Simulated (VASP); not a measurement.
A run of VASP 6.6.1 is set up as follows.

INCAR

```
SYSTEM = WS2
PREC = Accurate
ENCUT = 520
EDIFF = 1E-6
ISMEAR = 0
SIGMA = 0.05
LREAL = .False.
LASPH = .True.
NELM = 100
ALGO = Normal
ISIF = 2
LWAVE = .False.
LCHARG = .True.
GGA = PE
IVDW = 12
LELF = .True.
LVHAR = .True.
NBANDS = 35
```

File KPOINTS:

```
regular mesh
0
Gamma
  12 12 4
  0 0 0
```

The input POSCAR:

```
WS2
1.0
    3.1542061832      0.0000000000      0.0000000000
   -1.5771030916      2.7316226834      0.0000000000
    0.0000000000      0.0000000000     12.1399091344
W S
2 4
Direct
    0.3333333333      0.6666666667      0.2500000000
    0.6666666667      0.3333333333      0.7500000000
    0.3058771255      0.6117542511      0.5955755389
    0.6666666667      0.3333333333      0.1202874207
    0.3333333333      0.6666666667      0.8797125793
    0.6666666667      0.3333333333      0.3797125793
```

Potentials or basis: VASP PAW PBE potentials, release 64 (W_sv, S).

Launch:

```bash
$ cat potpaw_PBE.64/W_sv/POTCAR potpaw_PBE.64/S/POTCAR > POTCAR
$ mpirun -np 1 vasp_std > vasp.out
```

What does it give for the band gap on the k mesh?

0.61 eV (least direct gap 1.64 eV).

What does it give for the dispersion energy per atom?

-0.436 eV.

Predict the pressure.

-5.5 GPa.

Estimate the largest force.

3.829 eV/Å.

Stress tensor (GPa, compression positive):
```
 -3.22   0.00   0.00
  0.00  -2.94  -1.62
  0.00  -1.62 -10.36
```

Caveat: the cell differs from its parent crystal (atom 3 (S) moved by (-0.150, -0.300) A along y and z); the stress differs along the axes, from -10 to -3 GPa; spin-orbit coupling is left out, which moves the levels of the heavy elements; forces of over 1 eV/Å act on the atoms, so gaps and moduli don't describe the material at rest. A k mesh can miss the band edges.
